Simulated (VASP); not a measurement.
# BiO5 (P-6m2) in VASP: single point with PBE

Aim: the single point of BiO5 with PBE.

Everything below comes from runs of VASP 6.6.1. Logs are shortened: lines on timing, memory, paths and dates and some standing lists are left out, and cuts for length are marked.

### 1 The cell of the first run

It takes space group P-6m2 (No. 187, hexagonal). Conventional cell: a = 3.435 Å, b = 3.435 Å, c = 10.694 Å, α = 90.00°, β = 90.00°, γ = 120.00°. Bi (site symmetry -6m2) has 6 O at 2.35 Å within 3.1 Å. Within 3.1 Å of O (site symmetry 3m) lie 3 Bi at 2.35 Å and 1 O at 2.52 Å. O (site symmetry 3m) has 1 O at 1.26 Å within 1.7 Å. O (site symmetry -6m2) has 6 O at 2.08 Å within 2.8 Å.

The cell was generated, and may not be a known phase.

### 2 Single point, PBE

INCAR

```
PREC = Accurate ; ENCUT = 1340
EDIFF = 1E-6 ; ISMEAR = 0
SIGMA = 0.1 ; LREAL = F
LASPH = T ; NELM = 120
ALGO = Normal ; ISIF = 2
LWAVE = F ; LCHARG = F
GGA = PE ; NBANDS = 32
GGA_COMPAT = F
```

KPOINTS

```
regular mesh
0
Gamma
  6 6 2
```

POSCAR

```
BiO5
1.0
    3.4350061772     -0.0000000035      0.0000000000
   -1.7175030855      2.9748026134      0.0000000000
    0.0000000000      0.0000000000     10.6944145179
Bi O
1 5
Direct
    0.0000000000      0.0000000000      0.0000000000
    0.6666666667      0.3333333333      0.8822883479
    0.0000000000      0.0000000000      0.5589748594
    0.6666666667      0.3333333333      0.5000000000
    0.0000000000      0.0000000000      0.4410251406
    0.6666666667      0.3333333333      0.1177116521
```

Potentials or basis: VASP PAW PBE potentials, release 64 (Bi_d, O_h).

On the command line:

```sh
$ cat potpaw_PBE.64/Bi_d/POTCAR potpaw_PBE.64/O_h/POTCAR > POTCAR
$ mpirun -np 1 vasp_std > vasp.out
```

OUTCAR:

```text
PREC = Accurate
   ENCUT = 1340
   EDIFF = 1E-6
   ISMEAR = 0
   LREAL = F
   LASPH = T
   NELM = 120
   ISIF = 2
   GGA = PE

 ion  position               nearest neighbor table
   1  0.000  0.000  0.000-   2 2.35   6 2.35   2 2.35   6 2.35   2 2.35   6 2.35
   2  0.667  0.333  0.882-   1 2.35   1 2.35   1 2.35
   3  0.000  0.000  0.559-   5 1.26
   4  0.667  0.333  0.500-
   5  0.000  0.000  0.441-   3 1.26
   6  0.667  0.333  0.118-   1 2.35   1 2.35   1 2.35

  LATTYP: Found a hexagonal cell.
 ALAT       =     3.4350061772
 C/A-ratio  =     3.1133610731

  Lattice vectors:

 A1 = (   3.4350061772,  -0.0000000035,   0.0000000000)
 A2 = (  -1.7175030855,   2.9748026134,   0.0000000000)
 A3 = (   0.0000000000,   0.0000000000,  10.6944145179)

Analysis of symmetry for initial positions (statically):
=====================================================================
 Subroutine PRICEL returns:
 Original cell was already a primitive cell.

 Routine SETGRP: Setting up the symmetry group for a
 hexagonal supercell.

 Subroutine GETGRP returns: Found 12 space group operations
 (whereof 12 operations were pure point group operations)
 out of a pool of 24 trial point group operations.

The static configuration has the point symmetry D_3h.

Analysis of symmetry for dynamics (positions and initial velocities):
=====================================================================
 Subroutine PRICEL returns:
 Original cell was already a primitive cell.

 Routine SETGRP: Setting up the symmetry group for a
 hexagonal supercell.

 Subroutine GETGRP returns: Found 12 space group operations
 (whereof 12 operations were pure point group operations)
 out of a pool of 24 trial point group operations.

The dynamic configuration has the point symmetry D_3h.

 Subroutine INISYM returns: Found 12 space group operations
 (whereof 12 operations are pure point group operations),
 and found     1 'primitive' translations

----------------------------------------------------------------------------------------

                                     Primitive cell

  volume of cell :     109.2805

  direct lattice vectors                    reciprocal lattice vectors
     3.435006177 -0.000000003  0.000000000     0.291120292  0.168078378  0.000000000
    -1.717503085  2.974802613  0.000000000     0.000000000  0.336156757  0.000000000
     0.000000000  0.000000000 10.694414518     0.000000000  0.000000000  0.093506755

  length of vectors
     3.435006177  3.435006177 10.694414518     0.336156757  0.336156757  0.093506755

  position of ions in fractional coordinates (direct lattice)
     0.000000000  0.000000000  0.000000000
     0.666666667  0.333333333  0.882288348
     0.000000000  0.000000000  0.558974859
     0.666666667  0.333333333  0.500000000
     0.000000000  0.000000000  0.441025141
     0.666666667  0.333333333  0.117711652

  ion indices of the primitive-cell ions
   primitive index   ion index
                 1           1
                 2           2
                 3           3
                 4           4
                 5           5
                 6           6

----------------------------------------------------------------------------------------

 KPOINTS: regular mesh

Automatic generation of k-mesh.
 Grid dimensions read from file:
 generate k-points for:    6    6    2

 Generating k-lattice:

  Cartesian coordinates                     Fractional coordinates (reciprocal lattice)
     0.048520049  0.028013063  0.000000000     0.166666667 -0.000000000  0.000000000
     0.000000000  0.056026126  0.000000000     0.000000000  0.166666667  0.000000000
     0.000000000  0.000000000  0.046753378     0.000000000  0.000000000  0.500000000

  Length of vectors
     0.056026126  0.056026126  0.046753378

  Shift w.r.t. Gamma in fractional coordinates (k-lattice)
     0.000000000  0.000000000  0.000000000

 Subroutine IBZKPT returns following result:
 ===========================================

 Found     14 irreducible k-points:

 Following reciprocal coordinates:
            Coordinates               Weight
  0.000000  0.000000  0.000000      1.000000
  0.166667 -0.000000  0.000000      6.000000
  0.333333  0.000000  0.000000      6.000000
  0.500000 -0.000000  0.000000      3.000000
  0.166667  0.166667  0.000000      6.000000
  0.333333  0.166667  0.000000     12.000000
  0.333333  0.333333  0.000000      2.000000
  0.000000  0.000000  0.500000      1.000000
  0.166667 -0.000000  0.500000      6.000000
  0.333333  0.000000  0.500000      6.000000
  0.500000 -0.000000  0.500000      3.000000
  0.166667  0.166667  0.500000      6.000000
  0.333333  0.166667  0.500000     12.000000
  0.333333  0.333333  0.500000      2.000000
   k-points           NKPTS =     14   k-points in BZ     NKDIM =     14   number of bands    NBANDS=     32
   number of dos      NEDOS =    301   number of ions     NIONS =      6
   total plane-waves  NPLWV = 225792
   dimension x,y,z NGX =    42 NGY =   42 NGZ =  128
   dimension x,y,z NGXF=    84 NGYF=   84 NGZF=  256
   ions per type =               1   5
   NGX,Y,Z   is equivalent  to a cutoff of  20.33, 20.33, 19.90 a.u.
   NGXF,Y,Z  is equivalent  to a cutoff of  40.65, 40.65, 39.80 a.u.
 SYSTEM =  unknown system
   PREC   = accura    normal or accurate (medium, high low for compatibility)
   ISTART =      0    job   : 0-new  1-cont  2-samecut
   ICHARG =      2    charge: 1-file 2-atom 10-const
   ISPIN  =      1    spin polarized calculation?
   LNONCOLLINEAR =      F non collinear calculations
   LSORBIT =      F    spin-orbit coupling
   LASPH  =      T    aspherical Exc in radial PAW
   ENCUT  = 1340.0 eV  98.49 Ry    9.92 a.u.  10.25 10.25 31.92*2*pi/ulx,y,z
   NELM   =    120;   NELMIN=  2; NELMDL= -5     # of ELM steps
   EDIFF  = 0.1E-05   stopping-criterion for ELM
   LREAL  =      F    real-space projection
   EDIFFG = 0.1E-04   stopping-criterion for IOM
   NSW    =      0    number of steps for IOM
   IBRION =     -1    ionic relax: 0-MD 1-quasi-New 2-CG
   NFREE  =      0    steps in history (QN), initial steepest desc. (CG)
   ISIF   =      2    stress and relaxation
   ISYM   =      2    0-nonsym 1-usesym 2-fastsym
   POTIM  = 0.5000    time-step for ionic-motion
   TEBEG  =    0.0;   TEEND  =   0.0 temperature during run
   PSTRESS=    0.0 pullay stress
   NELECT =      45.0000    total number of electrons
   NUPDOWN=      -1.0000    fix difference up-down
   EMIN   =  10.00;   EMAX   =-10.00  energy-range for DOS
   EFERMI =   0.00;   METHOD = LEGACY
   ISMEAR =     0;   SIGMA  =   0.10  broadening in eV -4-tet -1-fermi 0-gaus
   EFERMI_NEDOS =   21; number of points for ismear=-14 and -15
   IALGO  =     38    algorithm
   IMIX   =      4    mixing-type and parameters
     AMIX     =   0.40;   BMIX     =  1.00
     AMIX_MAG =   1.60;   BMIX_MAG =  1.00
  volume/ion in A,a.u.               =      18.21       122.91
  Fermi-wavevector in a.u.,A,eV,Ry     =   1.217956  2.301602 20.183096  1.483416
  Thomas-Fermi vector in A             =   2.353258
   LORBIT       =      0    0 simple, 1 ext, 2 COOP (PROOUT), +10 PAW based schemes
   GGA     = PE    functional components
   LHFCALC =     F    Hartree Fock is set to
   AEXX    =    0.0000 exact exchange contribution
   IVDW    =     0    specifies the selected vdW correction
   LEPSILON=     F    determine dielectric tensor
   LRPA    =     F    only Hartree local field effects (RPA)
 non-spin polarized calculation
 Gauss-broadening in eV      SIGMA  =   0.10
  energy-cutoff  :     1340.00
  volume of cell :      109.28
 maximum number of plane-waves:     12228
 NGX is ok and might be reduce to    42
   NGX = 21   NGY = 21   NGZ = 63

 number of electron      45.0000001 magnetization

 Free energy of the ion-electron system (eV)
  ---------------------------------------------------
  ext. energy  EPLUGINS =         0.00000000
  ---------------------------------------------------
  free energy    TOTEN  =       -25.38030798 eV

  energy without entropy =      -25.33234451  energy(sigma->0) =      -25.35632624

 E-fermi :   0.4171     XC(G=0):  -8.1366

 val. band max:        0.3966850478   @ k =   0.3333   0.0000   0.0000
 cond. band min:       0.4256422437   @ k =   0.1667   0.1667   0.0000
 fundamental gap:      0.0289571960
 Fermi energy:         0.4171135152

 k-point     1 :       0.0000    0.0000    0.0000
  band No.  band energies     occupation
      1     -25.3979      2.00000
      2     -22.1979      2.00000
      3     -22.1979      2.00000
      4     -22.1716      2.00000
      5     -22.0315      2.00000
      6     -22.0315      2.00000
[... 24 lines left out ...]
     31      10.9792      0.00000
     32      11.1795      0.00000

 k-point     2 :       0.1667   -0.0000    0.0000
  band No.  band energies     occupation
      1     -25.3380      2.00000
      2     -22.2369      2.00000
      3     -22.1526      2.00000
      4     -22.1298      2.00000
      5     -22.0866      2.00000
      6     -22.0386      2.00000
[... 24 lines left out ...]
     31      10.9495      0.00000
     32      11.9631      0.00000

 k-point     3 :       0.3333    0.0000    0.0000
  band No.  band energies     occupation
      1     -25.2136      2.00000
      2     -22.3060      2.00000
      3     -22.1910      2.00000
      4     -22.0604      2.00000
      5     -22.0571      2.00000
      6     -22.0528      2.00000
[... 24 lines left out ...]
     31      10.7035      0.00000
     32      12.1870      0.00000

 k-point     4 :       0.5000   -0.0000    0.0000
  band No.  band energies     occupation
      1     -25.1489      2.00000
      2     -22.3395      2.00000
      3     -22.2407      2.00000
      4     -22.0599      2.00000
      5     -22.0226      2.00000
      6     -22.0136      2.00000
[... 304 lines left out ...]
     31      10.6338      0.00000
     32      12.0114      0.00000

 k-point    13 :       0.3333    0.1667    0.5000
  band No.  band energies     occupation
      1     -25.1492      2.00000
      2     -22.2860      2.00000
      3     -22.2243      2.00000
      4     -22.0769      2.00000
      5     -22.0746      2.00000
      6     -22.0190      2.00000
[... 24 lines left out ...]
     31      11.0671      0.00000
     32      11.7726      0.00000

 k-point    14 :       0.3333    0.3333    0.5000
  band No.  band energies     occupation
      1     -25.1165      2.00000
      2     -22.2316      2.00000
      3     -22.2286      2.00000
      4     -22.1011      2.00000
      5     -22.0948      2.00000
      6     -22.0340      2.00000
[... 24 lines left out ...]
     31      11.4972      0.00000
     32      11.8353      0.00000

------------------------ aborting loop because EDIFF is reached ----------------------------------------

  FORCE on cell =-STRESS in cart. coord.  units (eV):
  Direction    XX          YY          ZZ          XY          YZ          ZX
  --------------------------------------------------------------------------------------
  -------------------------------------------------------------------------------------
  Total        0.1675264      0.1675264     -0.0690765      0.0000000      0.0000000     -0.0000000
  in kB        2.4561287      2.4561287     -1.0127403      0.0000000      0.0000000     -0.0000000
  external PRESSURE =       1.2998390 kB  Pullay stress =       0.0000000 kB

 VOLUME and BASIS-vectors are now :
 -----------------------------------------------------------------------------
  energy-cutoff  :     1340.00
  volume of cell :      109.28
      direct lattice vectors                 reciprocal lattice vectors
     3.435006177 -0.000000003  0.000000000     0.291120292  0.168078378  0.000000000
    -1.717503085  2.974802613  0.000000000     0.000000000  0.336156757  0.000000000
     0.000000000  0.000000000 10.694414518     0.000000000  0.000000000  0.093506755

 POSITION                                       TOTAL-FORCE (eV/Angst)
 -----------------------------------------------------------------------------------
      0.00000      0.00000      0.00000         0.000000     -0.000000      0.000000
      1.71750      0.99160      9.43556        -0.000000     -0.000000     -0.033399
      0.00000      0.00000      5.97791         0.000000     -0.000000     -0.001179
      1.71750      0.99160      5.34721         0.000000     -0.000000      0.000000
      0.00000      0.00000      4.71651         0.000000      0.000000      0.001179
      1.71750      0.99160      1.25886        -0.000000     -0.000000      0.033399
 -----------------------------------------------------------------------------------
    total drift:                               -0.000001      0.000001      0.000000

  FREE ENERGIE OF THE ION-ELECTRON SYSTEM (eV)
  ---------------------------------------------------
  free  energy   TOTEN  =       -25.3803079772 eV

  energy  without entropy=      -25.3323445070  energy(sigma->0) =      -25.35632624
```

Run time: 6.9 min. Hardware: 1 thread of Intel Xeon Platinum 8488C (Sapphire Rapids), shared host; peak memory 0.56 GiB.

What came out:

- Free energy: -25.3803 eV
- Pressure: 0.1 GPa
- Largest force: 0.033 eV/Å
- Band gap on the k mesh: zero (an odd number of electrons rules out a gap without spin polarisation)

Forces on the atoms (eV/Å):
```
Bi   0.000  0.000  0.000
O    0.000  0.000 -0.033
O    0.000  0.000 -0.001
O    0.000  0.000  0.000
O    0.000  0.000  0.001
O    0.000  0.000  0.033
```

Stress tensor (GPa, compression positive):
```
 0.25  0.00  0.00
 0.00  0.25  0.00
 0.00  0.00 -0.10
```

Levels at points of the mesh, in eV from the Fermi level:
| k point | band 21 | band 22 | band 23 | band 24 | band 25 | band 26 |
| --- | --- | --- | --- | --- | --- | --- |
| (0.00, 0.00, 0.00) | -0.76 | -0.65 | -0.65 | 0.09 | 0.09 | 2.63 |
| (0.50, 0.00, 0.00) | -0.35 | -0.22 | -0.06 | 0.34 | 1.24 | 2.81 |
| (0.00, 0.00, 0.50) | -0.77 | -0.65 | -0.65 | 0.09 | 0.09 | 2.65 |
| (0.50, 0.00, 0.50) | -0.35 | -0.22 | -0.06 | 0.34 | 1.24 | 2.81 |

Caveat: spin-orbit coupling is left out, which moves the levels of the heavy elements; an odd number of electrons without spin polarisation forces a metal; a magnetic or distorted state may lie lower.

The gap in the log of VASP goes by the Fermi energy; the results here count the filled bands.